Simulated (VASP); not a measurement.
# MgCdS4 (I4/mmm) in VASP: a series of runs, part 2 of 2

VASP 6.6.1. The steps go on from the part before.

## Step 3: Single point, PBE

This run uses another cell than the first one, of 25.36 Å³/atom, 1.091 times its volume.

The input, INCAR:

```
  PREC = Accurate
  ENCUT = 520
  EDIFF = 1E-7
  ISMEAR = 0
  SIGMA = 0.1
  LREAL = False
  LASPH = True
  NELM = 60
  ALGO = Normal
  ISIF = 2
  LWAVE = False
  LCHARG = True
  GGA = PE
  LELF = True
  LVHAR = True
  NBANDS = 28
```

The input, KPOINTS:

```
regular mesh
0
Gamma
  4 4 4
```

The input, POSCAR:

```
MgCdS4
1.0
   -3.6496614600      3.6496614600      2.8563044500
    3.6496614600     -3.6496614600      2.8563044500
    3.6496614600      3.6496614600     -2.8563044500
Mg Cd S
1 1 4
Direct
    0.5000000000      0.5000000000      0.0000000000
    0.0000000000      0.0000000000      0.0000000000
    0.2739896400      0.2739896400      0.5479792800
    0.7260103600      0.7260103600      0.4520207200
    0.2739896400      0.7260103600      0.0000000000
    0.7260103600      0.2739896400      0.0000000000
```

Potentials or basis: VASP PAW PBE potentials, release 64 (Mg, Cd, S).

The run is started by

```sh
cat potpaw_PBE.64/Mg/POTCAR potpaw_PBE.64/Cd/POTCAR potpaw_PBE.64/S/POTCAR > POTCAR
mpirun -np 1 vasp_std > vasp.out
```

OUTCAR:

```text
PREC = Accurate
   ENCUT = 520
   EDIFF = 1E-7
   ISMEAR = 0
   LREAL = False
   LASPH = True
   NELM = 60
   ISIF = 2
   GGA = PE

 ion  position               nearest neighbor table
   1  0.500  0.500  0.000-   5 2.33   6 2.33   3 2.33   4 2.33   2 2.86   2 2.86
   2  0.000  0.000  0.000-   3 2.83   4 2.83   6 2.83   5 2.83   1 2.86   1 2.86
   3  0.274  0.274  0.548-   1 2.33   2 2.83
   4  0.726  0.726  0.452-   1 2.33   2 2.83
   5  0.274  0.726  0.000-   1 2.33   2 2.83
   6  0.726  0.274  0.000-   1 2.33   2 2.83

  LATTYP: Found a body centered tetragonal cell.
 ALAT       =     7.2993229200
 C/A-ratio  =     0.7826217531

  Lattice vectors:

 A1 = (  -3.6496614600,   3.6496614600,   2.8563044500)
 A2 = (   3.6496614600,  -3.6496614600,   2.8563044500)
 A3 = (   3.6496614600,   3.6496614600,  -2.8563044500)

Analysis of symmetry for initial positions (statically):
=====================================================================
 Subroutine PRICEL returns:
 Original cell was already a primitive cell.
[... 168 lines left out ...]

 val. band max:        1.4853341231   @ k =   0.5000  -0.0000   0.0000
 cond. band min:       1.5150563661   @ k =   0.5000   0.2500   0.0000
 fundamental gap:      0.0297222430
 Fermi energy:         1.5005078535

 k-point     1 :       0.0000    0.0000    0.0000
  band No.  band energies     occupation
      1     -11.5251      2.00000
      2     -10.5455      2.00000
      3      -9.4128      2.00000
      4      -9.4128      2.00000
      5      -7.3010      2.00000
      6      -7.0327      2.00000
[... 392 lines left out ...]
     27       7.8691      0.00000
     28       7.8691      0.00000

------------------------ aborting loop because EDIFF is reached ----------------------------------------

  FORCE on cell =-STRESS in cart. coord.  units (eV):
  Direction    XX          YY          ZZ          XY          YZ          ZX
  --------------------------------------------------------------------------------------
  -------------------------------------------------------------------------------------
  Total        1.3592452      1.3592452     -4.7493235      0.0000000     -0.0000000      0.0000000
  in kB       14.3099701     14.3099701    -50.0003090      0.0000000     -0.0000000      0.0000000
  external PRESSURE =      -7.1267896 kB  Pullay stress =       0.0000000 kB

 VOLUME and BASIS-vectors are now :
 -----------------------------------------------------------------------------
  energy-cutoff  :      520.00
  volume of cell :      152.18
      direct lattice vectors                 reciprocal lattice vectors
    -3.649661460  3.649661460  2.856304450     0.000000000  0.136999008  0.175051368
     3.649661460 -3.649661460  2.856304450     0.136999008  0.000000000  0.175051368
     3.649661460  3.649661460 -2.856304450     0.136999008  0.136999008  0.000000000

 POSITION                                       TOTAL-FORCE (eV/Angst)
 -----------------------------------------------------------------------------------
      0.00000      0.00000      2.85630        -0.000000      0.000000     -0.000000
      0.00000      0.00000      0.00000        -0.000000      0.000000     -0.000000
      1.99994      1.99994      0.00000        -1.517337     -1.517337      0.000000
      1.64972      1.64972      2.85630         1.517337      1.517337     -0.000000
      1.64972     -1.64972      2.85630         1.517337     -1.517337     -0.000000
     -1.64972      1.64972      2.85630        -1.517337      1.517337     -0.000000
 -----------------------------------------------------------------------------------
    total drift:                               -0.000000     -0.000000      0.000000

  FREE ENERGIE OF THE ION-ELECTRON SYSTEM (eV)
  ---------------------------------------------------
  free  energy   TOTEN  =       -16.6236563753 eV

  energy  without entropy=      -16.5922259615  energy(sigma->0) =      -16.60794117
```

OSZICAR:

```text
N       E                     dE             d eps       ncg     rms          rms(c)
DAV:   1     0.219560751216E+03    0.21956E+03   -0.16706E+04   736   0.117E+03
DAV:   2    -0.956383834837E+00   -0.22052E+03   -0.21331E+03   896   0.248E+02
DAV:   3    -0.177987946628E+02   -0.16842E+02   -0.16596E+02   856   0.664E+01
DAV:   4    -0.180789384566E+02   -0.28014E+00   -0.27980E+00   884   0.928E+00
DAV:   5    -0.180846462884E+02   -0.57078E-02   -0.57075E-02   888   0.135E+00    0.868E+00
DAV:   6    -0.167458915037E+02    0.13388E+01   -0.20703E+00   852   0.115E+01    0.684E+00
DAV:   7    -0.166386143823E+02    0.10728E+00   -0.47826E-01   820   0.357E+00    0.323E+00
DAV:   8    -0.166247464184E+02    0.13868E-01   -0.62297E-02   828   0.177E+00    0.619E-01
DAV:   9    -0.166236641466E+02    0.10823E-02   -0.93133E-03   820   0.781E-01    0.160E-01
DAV:  10    -0.166235847301E+02    0.79416E-04   -0.11915E-03   792   0.257E-01    0.792E-02
DAV:  11    -0.166236575522E+02   -0.72822E-04   -0.17448E-04   856   0.723E-02    0.248E-02
DAV:  12    -0.166236512447E+02    0.63075E-05   -0.33415E-05   804   0.301E-02    0.113E-02
DAV:  13    -0.166236558786E+02   -0.46339E-05   -0.76746E-06   844   0.140E-02    0.190E-03
DAV:  14    -0.166236562525E+02   -0.37398E-06   -0.31710E-07   812   0.289E-03    0.985E-04
DAV:  15    -0.166236563747E+02   -0.12216E-06   -0.19852E-07   676   0.214E-03    0.316E-04
DAV:  16    -0.166236563753E+02   -0.63665E-09   -0.29168E-08   504   0.115E-03
   1 F= -.16623656E+02 E0= -.16607941E+02  d E =-.314304E-01
```

It took 1.8 min on 1 thread of Intel Xeon Platinum 8488C (Sapphire Rapids), shared host; peak memory 0.33 GiB.

Results:

| Item | Value |
| --- | --- |
| Free energy | -16.6237 eV |
| Pressure | -0.7 GPa |
| Largest force | 2.146 eV/Å |
| Band gap on the k mesh | zero (band 19 reaches 1.96 eV, above the bottom of band 20 at 0.64 eV) |

Forces on the atoms (eV/Å):
```
Mg   0.000  0.000  0.000
Cd   0.000  0.000  0.000
S   -1.517 -1.517  0.000
S    1.517  1.517  0.000
S    1.517 -1.517  0.000
S   -1.517  1.517  0.000
```

Caveat: forces of over 1 eV/Å act on the atoms, so gaps and moduli don't describe the material at rest.
